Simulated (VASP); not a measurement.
Input of a VASP 6.6.1 run:

INCAR

```
SYSTEM = MgB2
  PREC = Accurate
  ENCUT = 520
  EDIFF = 1E-6
  ISMEAR = -1
  SIGMA = 0.15
  LREAL = .False.
  LASPH = .True.
  NELM = 60
  ALGO = Normal
  ISIF = 2
  LWAVE = .False.
  LCHARG = .True.
  GGA = PS
  LELF = .True.
  LVHAR = .True.
  NBANDS = 11
```

Contents of KPOINTS:

```
regular mesh
0
Gamma
  15 15 12
  0 0 0
```

The input POSCAR:

```
MgB2
1.0
    3.0642156131      0.0000000000      0.0000000000
   -1.5321078066      2.6536885636      0.0000000000
    0.0000000000      0.0000000000      3.4984914478
Mg B
1 2
Direct
    0.0000000000      0.0000000000      0.0000000000
    0.3333333333      0.6666666667      0.5000000000
    0.6666666667      0.3333333333      0.5000000000
```

Potentials or basis: VASP PAW PBE potentials, release 64 (Mg, B).

Command:

```console
$ cat potpaw_PBE.64/Mg/POTCAR potpaw_PBE.64/B/POTCAR > POTCAR
$ mpirun -np 1 vasp_std > vasp.out
```

Problem. What does it give for the pressure?

Solution. 0.0 GPa.

Problem. Estimate the band gap on the k mesh.

Solution. Zero (band 4 reaches 7.17 eV, above the bottom of band 5 at 3.29 eV).

Stress tensor (GPa, compression positive):
```
 0.08  0.00  0.00
 0.00  0.08  0.00
 0.00  0.00 -0.17
```

Caveat: the PAW data sets were made with another functional, which shifts forces and pressure a little.
